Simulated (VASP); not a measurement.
# Al3GaN4 (Pm) in VASP: further runs, part 2 of 2

VASP 6.6.1.

## (3) Single point, r2SCAN

This run uses another cell than the first one, of 10.55 Å³/atom.

Contents of POSCAR:

```
Al3GaN4
1.0
    5.0211158050      0.0000000000     -0.0000490144
    0.0000000000      3.1154436966      0.0000000000
   -0.0033975641      0.0000000000      5.3938064299
Al Ga N
3 1 4
Direct
    0.5002883565      0.5000000000      0.1672857137
    0.0007467396      0.5000000000      0.8349352204
    0.0010616752      0.0000000000      0.3316118023
    0.4995020558      0.0000000000      0.6661750274
    0.1106027498      0.0000000000      0.6663063314
    0.1226405883      0.5000000000      0.1671535321
    0.6253722726      0.5000000000      0.8407001416
    0.6233845621      0.0000000000      0.3258332312
```

Contents of INCAR.step1:

```
SYSTEM = Al3GaN4
PREC = Accurate ; ENCUT = 520
ISMEAR = 0 ; SIGMA = 0.02
LREAL = .False. ; LASPH = .True.
NELM = 80 ; NBANDS = 31
GGA = PE ; ALGO = Normal
EDIFF = 1E-4 ; LWAVE = .True.
LCHARG = .False.
```

Contents of INCAR.step2:

```
SYSTEM = Al3GaN4
PREC = Accurate ; ENCUT = 520
EDIFF = 1E-7 ; ISMEAR = 0
SIGMA = 0.02 ; LREAL = .False.
LASPH = .True. ; NELM = 80
ALGO = Normal ; ISIF = 2
LWAVE = .False. ; LCHARG = .False.
METAGGA = R2SCAN ; LMIXTAU = .True.
NBANDS = 31 ; ISTART = 1
```

Contents of KPOINTS:

```
Automatic mesh
0
Gamma
  6 8 4
  0 0 0
```

Potentials or basis: VASP PAW PBE potentials, release 64 (Al, Ga_d, N).

On the command line:

```
$ cat potpaw_PBE.64/Al/POTCAR potpaw_PBE.64/Ga_d/POTCAR potpaw_PBE.64/N/POTCAR > POTCAR
$ cp INCAR.step1 INCAR
$ mpirun -np 1 vasp_std > vasp.out
$ cp INCAR.step2 INCAR
$ mpirun -np 1 vasp_std > vasp.out
```

OUTCAR:

```text
SYSTEM = Al3GaN4
   PREC = Accurate
   ENCUT = 520
   EDIFF = 1E-7
   ISMEAR = 0
   LREAL = .False.
   LASPH = .True.
   NELM = 80
   ISIF = 2
   METAGGA = R2SCAN
   ISTART = 1

 ion  position               nearest neighbor table
   1  0.500  0.500  0.167-   7 1.87   8 1.88   8 1.88   6 1.90   3 3.08   3 3.08   2 3.08   3 3.09
                             3 3.09   2 3.09   4 3.11   4 3.11   4 3.12   4 3.12
   2  0.001  0.500  0.835-   7 1.89   5 1.89   5 1.89   6 1.89   1 3.08   4 3.09   4 3.09   1 3.09
                             4 3.10   4 3.10   3 3.10   3 3.10   3 3.13   3 3.13
   3  0.001  0.000  0.332-   5 1.89   6 1.89   6 1.89   8 1.90   1 3.08   1 3.08   4 3.08   1 3.09
                             1 3.09   2 3.10   2 3.10   4 3.10   2 3.13   2 3.13
   4  0.500  0.000  0.666-   7 1.93   7 1.93   8 1.94   5 1.95   3 3.08   2 3.09   2 3.09   2 3.10
                             2 3.10   3 3.10   1 3.11   1 3.11   1 3.12   1 3.12
   5  0.111  0.000  0.666-   2 1.89   2 1.89   3 1.89   4 1.95
   6  0.123  0.500  0.167-   2 1.89   3 1.89   3 1.89   1 1.90
   7  0.625  0.500  0.841-   1 1.87   2 1.89   4 1.93   4 1.93
   8  0.623  0.000  0.326-   1 1.88   1 1.88   3 1.90   4 1.94

  LATTYP: Found a simple monoclinic cell.
 ALAT       =     5.0211158052
 B/A-ratio  =     0.6204684013
 C/A-ratio  =     1.0742248753
 COS(beta)  =    -0.0006396625

  Lattice vectors:

 A1 = (   5.0211158050,   0.0000000000,  -0.0000490144)
 A2 = (   0.0000000000,   3.1154436966,   0.0000000000)
 A3 = (  -0.0033975641,   0.0000000000,   5.3938064299)

Analysis of symmetry for initial positions (statically):
=====================================================================
 Subroutine PRICEL returns:
 Original cell was already a primitive cell.

 Routine SETGRP: Setting up the symmetry group for a
 simple monoclinic supercell.

 Subroutine GETGRP returns: Found  2 space group operations
 (whereof  2 operations were pure point group operations)
 out of a pool of  4 trial point group operations.

The static configuration has the point symmetry C_1h.

Analysis of symmetry for dynamics (positions and initial velocities):
=====================================================================
 Subroutine PRICEL returns:
[... 145 lines left out ...]
   LORBIT       =      0    0 simple, 1 ext, 2 COOP (PROOUT), +10 PAW based schemes
   METAGGA = R2SCAN    functional components
   LHFCALC =     F    Hartree Fock is set to
   AEXX    =    0.0000 exact exchange contribution
   IVDW    =     0    specifies the selected vdW correction
   LEPSILON=     F    determine dielectric tensor
   LRPA    =     F    only Hartree local field effects (RPA)
 non-spin polarized calculation
 Gauss-broadening in eV      SIGMA  =   0.02
  energy-cutoff  :      520.00
  volume of cell :       84.38
 maximum number of plane-waves:      2296
 NGX is ok and might be reduce to    40
   NGX = 19   NGY = 11   NGZ = 21

 number of electron      41.9999993 magnetization

 Free energy of the ion-electron system (eV)
  ---------------------------------------------------
  ext. energy  EPLUGINS =         0.00000000
  ---------------------------------------------------
  free energy    TOTEN  =       -79.55445407 eV

  energy without entropy =      -79.55445407  energy(sigma->0) =      -79.55445407

 E-fermi :   5.8448     XC(G=0): -11.7960

 val. band max:        5.7535415507   @ k =   0.0000   0.0000   0.0000
 cond. band min:       9.9953846915   @ k =   0.0000   0.0000   0.0000
 fundamental gap:      4.2418431408
 Fermi energy:         5.8448161269

 k-point     1 :       0.0000    0.0000    0.0000
  band No.  band energies     occupation
      1     -10.4725      2.00000
      2      -8.9656      2.00000
      3      -8.9265      2.00000
      4      -8.1095      2.00000
      5      -7.4220      2.00000
      6      -7.3105      2.00000
[... 805 lines left out ...]
     30      17.5669      0.00000
     31      18.0814      0.00000

 [... further k-points ...]
[... 5 lines left out ...]
  --------------------------------------------------------------------------------------
  -------------------------------------------------------------------------------------
  Total        1.0688444      1.0625376      1.0690398      0.0000000      0.0000000     -0.0011036
  in kB       20.2959580     20.1762004     20.2996685      0.0000000      0.0000000     -0.0209558
  external PRESSURE =      20.2572756 kB  Pullay stress =       0.0000000 kB

 VOLUME and BASIS-vectors are now :
 -----------------------------------------------------------------------------
  energy-cutoff  :      520.00
  volume of cell :       84.38
      direct lattice vectors                 reciprocal lattice vectors
     5.021115805  0.000000000 -0.000049014     0.199158921  0.000000000  0.000125450
     0.000000000  3.115443697  0.000000000     0.000000000  0.320981567  0.000000000
    -0.003397564  0.000000000  5.393806430     0.000001810  0.000000000  0.185397830

 POSITION                                       TOTAL-FORCE (eV/Angst)
 -----------------------------------------------------------------------------------
      2.51144      1.55772      0.90228         0.003249      0.000000      0.000631
      0.00091      1.55772      4.50348        -0.002927      0.000000      0.003945
      0.00420      0.00000      1.78865        -0.000567      0.000000     -0.001364
      2.50579      0.00000      3.59319         0.001886      0.000000     -0.012884
      0.55309      0.00000      3.59392        -0.072584      0.000000      0.001712
      0.61522      1.55772      0.90159         0.000576      0.000000      0.000813
      3.13721      1.55772      4.53454         0.048217      0.000000      0.077023
      3.12898      0.00000      1.75745         0.022150      0.000000     -0.069877
 -----------------------------------------------------------------------------------
    total drift:                                0.049661      0.000000     -0.010946

  FREE ENERGIE OF THE ION-ELECTRON SYSTEM (eV)
  ---------------------------------------------------
  free  energy   TOTEN  =       -79.5544540698 eV

  energy  without entropy=      -79.5544540698  energy(sigma->0) =      -79.55445407
```

OUTCAR.step1:

```text
SYSTEM = Al3GaN4
   PREC = Accurate
   ENCUT = 520
   ISMEAR = 0
   LREAL = .False.
   LASPH = .True.
   NELM = 80
[... 1067 lines left out ...]
      0.61522      1.55772      0.90159        -0.002952      0.000000      0.002839
      3.13721      1.55772      4.53454         0.057645      0.000000      0.083826
      3.12898      0.00000      1.75745         0.028950      0.000000     -0.087038
 -----------------------------------------------------------------------------------
    total drift:                               -0.002084      0.000000     -0.003253

  FREE ENERGIE OF THE ION-ELECTRON SYSTEM (eV)
  ---------------------------------------------------
  free  energy   TOTEN  =       -56.7290948627 eV

  energy  without entropy=      -56.7290948627  energy(sigma->0) =      -56.72909486
```

OSZICAR.step1:

```text
N       E                     dE             d eps       ncg     rms          rms(c)
DAV:   1     0.334981641775E+03    0.33498E+03   -0.19195E+04  4796   0.170E+03
DAV:   2    -0.180104103568E+02   -0.35299E+03   -0.32652E+03  5144   0.481E+02
DAV:   3    -0.642130140993E+02   -0.46203E+02   -0.45620E+02  4965   0.131E+02
DAV:   4    -0.660951905685E+02   -0.18822E+01   -0.18754E+01  5826   0.303E+01
DAV:   5    -0.661353715719E+02   -0.40181E-01   -0.40170E-01  5159   0.410E+00    0.170E+01
DAV:   6    -0.565896903106E+02    0.95457E+01   -0.29021E+01  6812   0.524E+01    0.557E+00
DAV:   7    -0.567627244977E+02   -0.17303E+00   -0.30533E+00  5237   0.106E+01    0.410E+00
DAV:   8    -0.567553301081E+02    0.73944E-02   -0.38750E-01  5892   0.635E+00    0.934E-01
DAV:   9    -0.567287083835E+02    0.26622E-01   -0.95646E-02  6842   0.431E+00    0.460E-01
DAV:  10    -0.567286052274E+02    0.10316E-03   -0.13272E-02  5310   0.685E-01    0.189E-01
DAV:  11    -0.567290765602E+02   -0.47133E-03   -0.99953E-04  5876   0.246E-01    0.399E-02
DAV:  12    -0.567290948627E+02   -0.18303E-04   -0.94779E-05  3509   0.876E-02
   1 F= -.56729095E+02 E0= -.56729095E+02  d E =-.191446E-27
```

It took 4.7 min on 1 thread of Intel Xeon 6975P-C (Granite Rapids), shared host; peak memory 0.3 GiB.

What came out:

| Quantity | Value |
| --- | --- |
| Free energy | -79.5545 eV |
| Pressure | 2.0 GPa |
| Largest force | 0.091 eV/Å |
| Band gap on the k mesh | 4.24 eV |

Forces in eV/Å, atoms in the order of the input:
```
Al   0.003  0.000  0.001
Al  -0.003  0.000  0.004
Al  -0.001  0.000 -0.001
Ga   0.002  0.000 -0.013
N   -0.073  0.000  0.002
N    0.001  0.000  0.001
N    0.048  0.000  0.077
N    0.022  0.000 -0.070
```

Levels at points of the mesh, in eV from the valence-band top:
| k point | band 18 | band 19 | band 20 | band 21 | band 22 | band 23 | band 24 | band 25 |
| --- | --- | --- | --- | --- | --- | --- | --- | --- |
| (0.00, 0.00, 0.00) | -0.77 | -0.10 | -0.01 | 0.00 | 4.24 | 6.26 | 6.64 | 6.90 |
| (0.50, 0.00, 0.00) | -0.71 | -0.71 | -0.32 | -0.26 | 5.58 | 5.96 | 6.47 | 6.95 |
| (0.00, 0.50, 0.00) | -1.95 | -1.86 | -1.58 | -1.53 | 6.36 | 6.38 | 8.44 | 8.59 |
| (0.50, 0.50, 0.00) | -1.24 | -1.22 | -1.19 | -0.88 | 6.90 | 7.27 | 7.29 | 7.32 |
| (0.00, 0.00, 0.50) | -0.60 | -0.60 | -0.40 | -0.19 | 6.26 | 6.60 | 7.84 | 8.30 |
| (0.50, 0.00, 0.50) | -1.26 | -1.21 | -1.19 | -0.72 | 6.64 | 6.92 | 7.14 | 7.28 |
| (0.00, 0.50, 0.50) | -1.94 | -1.87 | -0.83 | -0.65 | 5.97 | 6.33 | 6.55 | 6.64 |
| (0.50, 0.50, 0.50) | -1.58 | -1.48 | -1.44 | -1.19 | 5.44 | 5.86 | 5.90 | 5.95 |

Caveat: the PAW data sets were made with another functional, which shifts forces and pressure a little.

## (4) Single point, r2SCAN

This run uses another cell than the first one, of 10.65 Å³/atom.

Contents of POSCAR:

```
Al3GaN4
1.0
    5.0380821994      0.0000000000      0.0000609626
    0.0000000000      3.1249488270      0.0000000000
   -0.0032907426      0.0000000000      5.4103929806
Al Ga N
3 1 4
Direct
    0.5002216621      0.5000000000      0.1672550744
    0.0006683705      0.5000000000      0.8349019371
    0.0010043256      0.0000000000      0.3316444641
    0.4994946875      0.0000000000      0.6662044645
    0.1107069786      0.0000000000      0.6663170127
    0.1226755896      0.5000000000      0.1671322914
    0.6254135995      0.5000000000      0.8406810062
    0.6234137865      0.0000000000      0.3258647496
```

Contents of INCAR.step1:

```
SYSTEM = Al3GaN4
ALGO = Normal ; EDIFF = 1E-4
ENCUT = 520 ; GGA = PE
ISMEAR = 0 ; LASPH = .True.
LCHARG = .False. ; LREAL = .False.
LWAVE = .True. ; NBANDS = 31
NELM = 60 ; PREC = Accurate
SIGMA = 0.02
```

Contents of INCAR.step2:

```
SYSTEM = Al3GaN4
ALGO = Normal ; EDIFF = 1E-6
ENCUT = 520 ; ISIF = 2
ISMEAR = 0 ; ISTART = 1
LASPH = .True. ; LCHARG = .False.
LMIXTAU = .True. ; LREAL = .False.
LWAVE = .False. ; METAGGA = R2SCAN
NBANDS = 31 ; NELM = 60
PREC = Accurate ; SIGMA = 0.02
```

Contents of KPOINTS:

```
k-points
0
Gamma
  6 8 4
  0 0 0
```

Potentials or basis: VASP PAW PBE potentials, release 64 (Al, Ga_d, N).

On the command line:

```
$ cat potpaw_PBE.64/Al/POTCAR potpaw_PBE.64/Ga_d/POTCAR potpaw_PBE.64/N/POTCAR > POTCAR
$ cp INCAR.step1 INCAR
$ mpirun -np 1 vasp_std > vasp.out
$ cp INCAR.step2 INCAR
$ mpirun -np 1 vasp_std > vasp.out
```

OUTCAR:

```text
SYSTEM = Al3GaN4
   EDIFF = 1E-6
   ENCUT = 520
   ISIF = 2
   ISMEAR = 0
   ISTART = 1
   LASPH = .True.
   LREAL = .False.
   METAGGA = R2SCAN
   NELM = 60
   PREC = Accurate

 ion  position               nearest neighbor table
   1  0.500  0.500  0.167-   7 1.88   8 1.89   8 1.89   6 1.90   3 3.09   3 3.09   2 3.09   3 3.10
                             3 3.10   2 3.10   4 3.12   4 3.12   4 3.13   4 3.13
   2  0.001  0.500  0.835-   7 1.89   5 1.89   5 1.89   6 1.90   1 3.09   4 3.10   4 3.10   1 3.10
                             4 3.11   4 3.11   3 3.11   3 3.11   3 3.14   3 3.14
   3  0.001  0.000  0.332-   5 1.89   6 1.90   6 1.90   8 1.90   1 3.09   1 3.09   4 3.09   1 3.10
                             1 3.10   2 3.11   2 3.11   4 3.11   2 3.14   2 3.14
   4  0.499  0.000  0.666-   7 1.93   7 1.93   8 1.94   5 1.96   3 3.09   2 3.10   2 3.10   2 3.11
                             2 3.11   3 3.11   1 3.12   1 3.12   1 3.13   1 3.13
   5  0.111  0.000  0.666-   2 1.89   2 1.89   3 1.89   4 1.96
   6  0.123  0.500  0.167-   2 1.90   3 1.90   3 1.90   1 1.90
   7  0.625  0.500  0.841-   1 1.88   2 1.89   4 1.93   4 1.93
   8  0.623  0.000  0.326-   1 1.89   1 1.89   3 1.90   4 1.94

  LATTYP: Found a simple monoclinic cell.
 ALAT       =     5.0380821998
 B/A-ratio  =     0.6202655501
 C/A-ratio  =     1.0738995052
 COS(beta)  =    -0.0005961257

  Lattice vectors:

[... 196 lines left out ...]
 Fermi energy:         5.8097698874

 k-point     1 :       0.0000    0.0000    0.0000
  band No.  band energies     occupation
      1     -10.5022      2.00000
      2      -9.0258      2.00000
      3      -8.9878      2.00000
      4      -8.1742      2.00000
      5      -7.5228      2.00000
      6      -7.4136      2.00000
[... 805 lines left out ...]
     30      17.3923      0.00000
     31      17.9375      0.00000

 [... further k-points ...]
[... 5 lines left out ...]
  --------------------------------------------------------------------------------------
  -------------------------------------------------------------------------------------
  Total        0.0158233     -0.0051826      0.0032601      0.0000000      0.0000000     -0.0032780
  in kB        0.2976250     -0.0974815      0.0613196      0.0000000      0.0000000     -0.0616571
  external PRESSURE =       0.0871544 kB  Pullay stress =       0.0000000 kB

 VOLUME and BASIS-vectors are now :
 -----------------------------------------------------------------------------
  energy-cutoff  :      520.00
  volume of cell :       85.18
      direct lattice vectors                 reciprocal lattice vectors
     5.038082199  0.000000000  0.000060963     0.198488225  0.000000000  0.000120726
     0.000000000  3.124948827  0.000000000     0.000000000  0.320005240  0.000000000
    -0.003290743  0.000000000  5.410392981    -0.000002237  0.000000000  0.184829456

 POSITION                                       TOTAL-FORCE (eV/Angst)
 -----------------------------------------------------------------------------------
      2.51961      1.56247      0.90495         0.006981      0.000000      0.001169
      0.00062      1.56247      4.51715        -0.002515      0.000000      0.004515
      0.00397      0.00000      1.79433        -0.000692      0.000000     -0.002487
      2.51430      0.00000      3.60446         0.004797      0.000000     -0.009292
      0.55556      0.00000      3.60504        -0.073868      0.000000      0.001056
      0.61750      1.56247      0.90426        -0.002213      0.000000     -0.000136
      3.14812      1.56247      4.54845         0.047033      0.000000      0.077811
      3.13974      0.00000      1.76309         0.020478      0.000000     -0.072636
 -----------------------------------------------------------------------------------
    total drift:                                0.050781      0.000000     -0.006903

  FREE ENERGIE OF THE ION-ELECTRON SYSTEM (eV)
  ---------------------------------------------------
  free  energy   TOTEN  =       -79.5603642737 eV

  energy  without entropy=      -79.5603642737  energy(sigma->0) =      -79.56036427
```

It took 4 min on 1 thread of Intel Xeon 6975P-C (Granite Rapids), shared host; peak memory 0.31 GiB.

Results:

| Item | Value |
| --- | --- |
| Free energy | -79.5604 eV |
| Pressure | 0.0 GPa |
| Largest force | 0.091 eV/Å |
| Band gap on the k mesh | 4.16 eV |

Forces on the atoms (eV/Å):
```
Al   0.007  0.000  0.001
Al  -0.003  0.000  0.005
Al  -0.001  0.000 -0.002
Ga   0.005  0.000 -0.009
N   -0.074  0.000  0.001
N   -0.002  0.000  0.000
N    0.047  0.000  0.078
N    0.020  0.000 -0.073
```

Levels at points of the mesh, in eV from the valence-band top:
| k point | band 19 | band 20 | band 21 | band 22 | band 23 | band 24 |
| --- | --- | --- | --- | --- | --- | --- |
| (0.00, 0.00, 0.00) | -0.09 | -0.01 | 0.00 | 4.16 | 6.23 | 6.60 |
| (0.50, 0.00, 0.00) | -0.70 | -0.32 | -0.26 | 5.54 | 5.93 | 6.40 |
| (0.00, 0.50, 0.00) | -1.84 | -1.57 | -1.52 | 6.35 | 6.37 | 8.39 |
| (0.50, 0.50, 0.00) | -1.21 | -1.19 | -0.88 | 6.85 | 7.23 | 7.25 |
| (0.00, 0.00, 0.50) | -0.59 | -0.40 | -0.19 | 6.19 | 6.54 | 7.79 |
| (0.50, 0.00, 0.50) | -1.20 | -1.17 | -0.72 | 6.58 | 6.87 | 7.09 |
| (0.00, 0.50, 0.50) | -1.86 | -0.82 | -0.65 | 5.94 | 6.31 | 6.52 |
| (0.50, 0.50, 0.50) | -1.47 | -1.42 | -1.19 | 5.40 | 5.83 | 5.87 |

Caveat: the PAW data sets were made with another functional, which shifts forces and pressure a little. A k mesh can miss the band edges.

## (5) Summary

| cell | gap on the mesh (eV) | pressure (GPa) | largest force (eV/Å) |
| --- | --- | --- | --- |
| a = 4.997, b = 3.102, c = 5.370 Å, 8 atoms, atomic positions A | 4.36 | 5.1 | 0.09 |
| a = 5.021, b = 3.115, c = 5.394 Å, 8 atoms, atomic positions B | 4.24 | 2.0 | 0.09 |
| a = 5.038, b = 3.125, c = 5.410 Å, 8 atoms, atomic positions B | 4.16 | 0.0 | 0.09 |

Alike in all rows: task single point; level r2SCAN; potentials or basis VASP PAW PBE potentials, release 64 (Al, Ga_d, N); no spin polarisation; k mesh 6 × 8 × 4; cutoff (eV) 520; smearing gaussian 0.02 eV.

Caveats: the PAW data sets were made with another functional, which shifts forces and pressure a little; the cell stands under pressure (at least some runs).

Absolute energies hang on the potentials; compare differences alone.
